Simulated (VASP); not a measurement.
# Ti (P6_3/mmc) in VASP: single point with LDA

Aim: the single point of Ti with LDA.

Everything below comes from runs of VASP 6.6.1. Logs are shortened: lines on timing, memory, paths and dates and some standing lists are left out, and cuts for length are marked.

## (1) The cell of the first run

Symmetry: P6_3/mmc, No. 194, hexagonal system. The conventional cell has a = 2.824 Å, b = 2.824 Å, c = 4.478 Å, α = 90.00°, β = 90.00°, γ = 120.00°. Ti (site symmetry -6m2) has 12 Ti at 2.77 to 2.82 Å within 3.7 Å.

## (2) Single point, LDA, collinear spin (15.47 Å³/atom)

INCAR reads:

```
SYSTEM = Ti
PREC = Accurate ; ENCUT = 520
EDIFF = 1E-6 ; ISMEAR = -1
SIGMA = 0.05 ; LREAL = .FALSE.
LASPH = .TRUE. ; NELM = 150
ALGO = Normal ; ISIF = 2
LWAVE = .FALSE. ; LCHARG = .TRUE.
ISPIN = 2 ; MAGMOM = 1 1
LORBIT = 11 ; LMAXMIX = 4
LELF = .TRUE. ; LVHAR = .TRUE.
NBANDS = 23
```

KPOINTS reads:

```
regular mesh
0
G
  21 21 12
  0 0 0
```

POSCAR reads:

```
Ti
1.0
    2.8243469450      0.0000000000      0.0000000000
   -1.4121734725      2.4459562035      0.0000000000
    0.0000000000      0.0000000000      4.4783200290
Ti
2
Direct
    0.3333333333      0.6666666667      0.2500000000
    0.6666666667      0.3333333333      0.7500000000
```

Potentials or basis: VASP PAW LDA potentials, release 64 (Ti_sv).

On the command line:

```
> cat potpaw_LDA.64/Ti_sv/POTCAR > POTCAR
> mpirun -np 1 vasp_std > vasp.out
```

OUTCAR:

```text
SYSTEM = Ti
   PREC = Accurate
   ENCUT = 520
   EDIFF = 1E-6
   ISMEAR = -1
   LREAL = .FALSE.
   LASPH = .TRUE.
   NELM = 150
   ISIF = 2
   ISPIN = 2
   LORBIT = 11

 ion  position               nearest neighbor table
   1  0.333  0.667  0.250-   2 2.77   2 2.77   2 2.77   2 2.77   2 2.77   2 2.77
   2  0.667  0.333  0.750-   1 2.77   1 2.77   1 2.77   1 2.77   1 2.77   1 2.77

  LATTYP: Found a hexagonal cell.
 ALAT       =     2.8243469450
 C/A-ratio  =     1.5856125739

  Lattice vectors:

 A1 = (   2.8243469450,   0.0000000000,   0.0000000000)
 A2 = (  -1.4121734725,   2.4459562035,   0.0000000000)
 A3 = (   0.0000000000,   0.0000000000,   4.4783200290)

Analysis of symmetry for initial positions (statically):
=====================================================================
 Subroutine PRICEL returns:
 Original cell was already a primitive cell.

 Routine SETGRP: Setting up the symmetry group for a
 hexagonal supercell.

 Subroutine GETGRP returns: Found 24 space group operations
 (whereof 12 operations were pure point group operations)
 out of a pool of 24 trial point group operations.

The static configuration has the point symmetry D_3d.
 The point group associated with its full space group is D_6h.

Analysis of symmetry for dynamics (positions and initial velocities):
=====================================================================
 Subroutine PRICEL returns:
 Original cell was already a primitive cell.

 Routine SETGRP: Setting up the symmetry group for a
 hexagonal supercell.

 Subroutine GETGRP returns: Found 24 space group operations
 (whereof 12 operations were pure point group operations)
 out of a pool of 24 trial point group operations.

The dynamic configuration has the point symmetry D_3d.
 The point group associated with its full space group is D_6h.

Analysis of structural, dynamic, and magnetic symmetry:
=====================================================================
 Subroutine PRICEL returns:
 Original cell was already a primitive cell.

 Routine SETGRP: Setting up the symmetry group for a
 hexagonal supercell.

 Subroutine GETGRP returns: Found 24 space group operations
 (whereof 12 operations were pure point group operations)
 out of a pool of 24 trial point group operations.

The overall configuration has the point symmetry D_3d.
 The point group associated with its full space group is D_6h.

 Subroutine INISYM returns: Found 24 space group operations
 (whereof 12 operations are pure point group operations),
 and found     1 'primitive' translations

----------------------------------------------------------------------------------------

                                     Primitive cell

  volume of cell :      30.9373

  direct lattice vectors                    reciprocal lattice vectors
     2.824346945  0.000000000  0.000000000     0.354064150  0.204419032  0.000000000
    -1.412173472  2.445956204  0.000000000     0.000000000  0.408838064  0.000000000
     0.000000000  0.000000000  4.478320029     0.000000000  0.000000000  0.223298021

  length of vectors
     2.824346945  2.824346945  4.478320029     0.408838064  0.408838064  0.223298021

  position of ions in fractional coordinates (direct lattice)
     0.333333333  0.666666667  0.250000000
     0.666666667  0.333333333  0.750000000

  ion indices of the primitive-cell ions
   primitive index   ion index
                 1           1
                 2           2

----------------------------------------------------------------------------------------

 KPOINTS: regular mesh

Automatic generation of k-mesh.
 Grid dimensions read from file:
 generate k-points for:   21   21   12

 Generating k-lattice:

  Cartesian coordinates                     Fractional coordinates (reciprocal lattice)
     0.016860198  0.009734240  0.000000000     0.047619048  0.000000000  0.000000000
     0.000000000  0.019468479  0.000000000     0.000000000  0.047619048  0.000000000
     0.000000000  0.000000000  0.018608168     0.000000000  0.000000000  0.083333333

  Length of vectors
     0.019468479  0.019468479  0.018608168

  Shift w.r.t. Gamma in fractional coordinates (k-lattice)
     0.000000000  0.000000000  0.000000000

 Subroutine IBZKPT returns following result:
 ===========================================

 Found    336 irreducible k-points:

 Following reciprocal coordinates:
            Coordinates               Weight
  0.000000  0.000000  0.000000      1.000000
  0.047619  0.000000  0.000000      6.000000
  0.095238  0.000000  0.000000      6.000000
  0.142857  0.000000  0.000000      6.000000
  0.190476  0.000000  0.000000      6.000000
  0.238095  0.000000  0.000000      6.000000
[... 16 lines left out ...]
  0.142857  0.095238  0.000000     12.000000
  0.190476  0.095238  0.000000     12.000000
 [... further k-points ...]
   k-points           NKPTS =    336   k-points in BZ     NKDIM =    336   number of bands    NBANDS=     23
   number of dos      NEDOS =    301   number of ions     NIONS =      2
   total plane-waves  NPLWV =  20736
   dimension x,y,z NGX =    24 NGY =   24 NGZ =   36
   dimension x,y,z NGXF=    48 NGYF=   48 NGZF=   72
   ions per type =               2
   NGX,Y,Z   is equivalent  to a cutoff of  14.13, 14.13, 13.36 a.u.
   NGXF,Y,Z  is equivalent  to a cutoff of  28.25, 28.25, 26.73 a.u.
 SYSTEM =  Ti
   PREC   = accura    normal or accurate (medium, high low for compatibility)
   ISTART =      0    job   : 0-new  1-cont  2-samecut
   ICHARG =      2    charge: 1-file 2-atom 10-const
   ISPIN  =      2    spin polarized calculation?
   LNONCOLLINEAR =      F non collinear calculations
   LSORBIT =      F    spin-orbit coupling
   LASPH  =      T    aspherical Exc in radial PAW
   ENCUT  =  520.0 eV  38.22 Ry    6.18 a.u.   5.25  5.25  8.33*2*pi/ulx,y,z
   NELM   =    150;   NELMIN=  2; NELMDL= -5     # of ELM steps
   EDIFF  = 0.1E-05   stopping-criterion for ELM
   LREAL  =      F    real-space projection
   EDIFFG = 0.1E-04   stopping-criterion for IOM
   NSW    =      0    number of steps for IOM
   IBRION =     -1    ionic relax: 0-MD 1-quasi-New 2-CG
   NFREE  =      0    steps in history (QN), initial steepest desc. (CG)
   ISIF   =      2    stress and relaxation
   ISYM   =      2    0-nonsym 1-usesym 2-fastsym
   POTIM  = 0.5000    time-step for ionic-motion
   TEBEG  =    0.0;   TEEND  =   0.0 temperature during run
   PSTRESS=    0.0 pullay stress
   NELECT =      24.0000    total number of electrons
   NUPDOWN=      -1.0000    fix difference up-down
   EMIN   =  10.00;   EMAX   =-10.00  energy-range for DOS
   EFERMI =   0.00;   METHOD = LEGACY
   ISMEAR =    -1;   SIGMA  =   0.05  broadening in eV -4-tet -1-fermi 0-gaus
   EFERMI_NEDOS =   21; number of points for ismear=-14 and -15
   IALGO  =     38    algorithm
   IMIX   =      4    mixing-type and parameters
     AMIX     =   0.40;   BMIX     =  1.00
     AMIX_MAG =   1.60;   BMIX_MAG =  1.00
  volume/ion in A,a.u.               =      15.47       104.39
  Fermi-wavevector in a.u.,A,eV,Ry     =   1.504243  2.842607 30.786537  2.262747
  Thomas-Fermi vector in A             =   2.615248
   LORBIT       =     11    0 simple, 1 ext, 2 COOP (PROOUT), +10 PAW based schemes
   GGA     = CA    functional components
   LHFCALC =     F    Hartree Fock is set to
   AEXX    =    0.0000 exact exchange contribution
   IVDW    =     0    specifies the selected vdW correction
   LEPSILON=     F    determine dielectric tensor
   LRPA    =     F    only Hartree local field effects (RPA)
 spin polarized calculation
  energy-cutoff  :      520.00
  volume of cell :       30.94
 maximum number of plane-waves:       844
 NGX is ok and might be reduce to    24
   NGX = 11   NGY = 11   NGZ = 17

 number of electron      24.0000001 magnetization       0.0008766

 number of electron      24.0000001 magnetization      -0.0001895

 Free energy of the ion-electron system (eV)
  ---------------------------------------------------
  ext. energy  EPLUGINS =         0.00000000
  ---------------------------------------------------
  free energy    TOTEN  =       -17.08868605 eV

  energy without entropy =      -17.07251378  energy(sigma->0) =      -17.08059991

 E-fermi :   9.3792     XC(G=0): -12.3502

 val. band max:        9.3782470965   @ k =   0.0476   0.0476   0.2500
 cond. band min:       9.3834812102   @ k =   0.0476   0.0000   0.3333
 fundamental gap:      0.0052341137
 Fermi energy:         9.3791915132

 spin component 1

 k-point     1 :       0.0000    0.0000    0.0000
  band No.  band energies     occupation
      1     -46.6205      1.00000
      2     -46.3923      1.00000
      3     -23.7495      1.00000
      4     -22.8116      1.00000
      5     -22.8116      1.00000
      6     -22.6968      1.00000
[... 15 lines left out ...]
     22      24.7561      0.00000
     23      27.6559      0.00000

 k-point     2 :       0.0476    0.0000    0.0000
  band No.  band energies     occupation
      1     -46.6167      1.00000
      2     -46.3907      1.00000
      3     -23.7420      1.00000
      4     -22.8273      1.00000
      5     -22.8168      1.00000
      6     -22.6998      1.00000
[... 15 lines left out ...]
     22      24.7977      0.00000
     23      27.6043      0.00000

 k-point     3 :       0.0952    0.0000    0.0000
  band No.  band energies     occupation
      1     -46.6056      1.00000
      2     -46.3863      1.00000
      3     -23.7199      1.00000
      4     -22.8732      1.00000
      5     -22.8319      1.00000
      6     -22.7300      1.00000
[... 15 lines left out ...]
     22      24.8266      0.00000
     23      27.2651      0.00000
[... 495 lines left out ...]
 k-point    23 :       0.1429    0.0952    0.0000
  band No.  band energies     occupation
      1     -46.5557      1.00000
      2     -46.3685      1.00000
      3     -23.6169      1.00000
      4     -23.0484      1.00000
      5     -22.9819      1.00000
      6     -22.8511      1.00000
[... 15 lines left out ...]
     22      23.5812      0.00000
     23      24.6156      0.00000

 k-point    24 :       0.1905    0.0952    0.0000
  band No.  band energies     occupation
      1     -46.5300      1.00000
      2     -46.3608      1.00000
      3     -23.5609      1.00000
      4     -23.1433      1.00000
      5     -23.0582      1.00000
      6     -22.8981      1.00000
[... 15 lines left out ...]
     22      22.3733      0.00000
     23      23.8445      0.00000

 [... further k-points ...]

 spin component 2

 k-point     1 :       0.0000    0.0000    0.0000
  band No.  band energies     occupation
      1     -46.6205      1.00000
      2     -46.3923      1.00000
      3     -23.7496      1.00000
      4     -22.8116      1.00000
      5     -22.8116      1.00000
      6     -22.6969      1.00000
[... 15 lines left out ...]
     22      24.7561      0.00000
     23      27.6576      0.00000

 k-point     2 :       0.0476    0.0000    0.0000
  band No.  band energies     occupation
      1     -46.6167      1.00000
      2     -46.3908      1.00000
      3     -23.7421      1.00000
      4     -22.8274      1.00000
      5     -22.8169      1.00000
      6     -22.6999      1.00000
[... 15 lines left out ...]
     22      24.7977      0.00000
     23      27.6228      0.00000

 k-point     3 :       0.0952    0.0000    0.0000
  band No.  band energies     occupation
      1     -46.6057      1.00000
      2     -46.3864      1.00000
      3     -23.7200      1.00000
      4     -22.8732      1.00000
      5     -22.8319      1.00000
      6     -22.7301      1.00000
[... 15 lines left out ...]
     22      24.8266      0.00000
     23      27.2651      0.00000
[... 495 lines left out ...]
 k-point    23 :       0.1429    0.0952    0.0000
  band No.  band energies     occupation
      1     -46.5558      1.00000
      2     -46.3685      1.00000
      3     -23.6170      1.00000
      4     -23.0484      1.00000
      5     -22.9819      1.00000
      6     -22.8512      1.00000
[... 15 lines left out ...]
     22      23.5812      0.00000
     23      24.6156      0.00000

 k-point    24 :       0.1905    0.0952    0.0000
  band No.  band energies     occupation
      1     -46.5300      1.00000
      2     -46.3608      1.00000
      3     -23.5610      1.00000
      4     -23.1433      1.00000
      5     -23.0583      1.00000
      6     -22.8982      1.00000
[... 15 lines left out ...]
     22      22.3732      0.00000
     23      23.8445      0.00000

 [... further k-points ...]

------------------------ aborting loop because EDIFF is reached ----------------------------------------

  FORCE on cell =-STRESS in cart. coord.  units (eV):
  Direction    XX          YY          ZZ          XY          YZ          ZX
  --------------------------------------------------------------------------------------
  -------------------------------------------------------------------------------------
  Total        1.0156452      1.0156452      1.0380677     -0.0000000      0.0000000      0.0000000
  in kB       52.5981872     52.5981872     53.7594019     -0.0000000      0.0000000      0.0000000
  external PRESSURE =      52.9852588 kB  Pullay stress =       0.0000000 kB

 VOLUME and BASIS-vectors are now :
 -----------------------------------------------------------------------------
  energy-cutoff  :      520.00
  volume of cell :       30.94
      direct lattice vectors                 reciprocal lattice vectors
     2.824346945  0.000000000  0.000000000     0.354064150  0.204419032  0.000000000
    -1.412173472  2.445956204  0.000000000     0.000000000  0.408838064  0.000000000
     0.000000000  0.000000000  4.478320029     0.000000000  0.000000000  0.223298021

 POSITION                                       TOTAL-FORCE (eV/Angst)
 -----------------------------------------------------------------------------------
     -0.00000      1.63064      1.11958         0.000000     -0.000000      0.000000
      1.41217      0.81532      3.35874        -0.000000      0.000000      0.000000
 -----------------------------------------------------------------------------------
    total drift:                               -0.000000      0.000000     -0.000000

  FREE ENERGIE OF THE ION-ELECTRON SYSTEM (eV)
  ---------------------------------------------------
  free  energy   TOTEN  =       -17.0886860466 eV

  energy  without entropy=      -17.0725137804  energy(sigma->0) =      -17.08059991

 total charge

# of ion       s       p       d       tot
------------------------------------------
    1        2.278   6.140   2.008  10.426
    2        2.278   6.140   2.008  10.426
--------------------------------------------------
tot          4.557  12.280   4.015  20.852

 magnetization (x)

# of ion       s       p       d       tot
------------------------------------------
    1       -0.000   0.000  -0.000  -0.000
    2       -0.000   0.000  -0.000  -0.000
--------------------------------------------------
tot         -0.000   0.000  -0.000  -0.000
```

It took 3 min on 1 thread of Intel Xeon 6975P-C (Granite Rapids), shared host; peak memory 0.39 GiB.

What came out:

| Property | Result |
| --- | --- |
| Free energy | -17.0887 eV |
| Pressure | 5.3 GPa |
| Band gap on the k mesh | zero (filled and empty bands overlap) |
| Net moment | 0.00 μB per cell |
| Valence electrons inside the program's atomic spheres | Ti 10.43 |

Caveat: the cell stands under pressure.
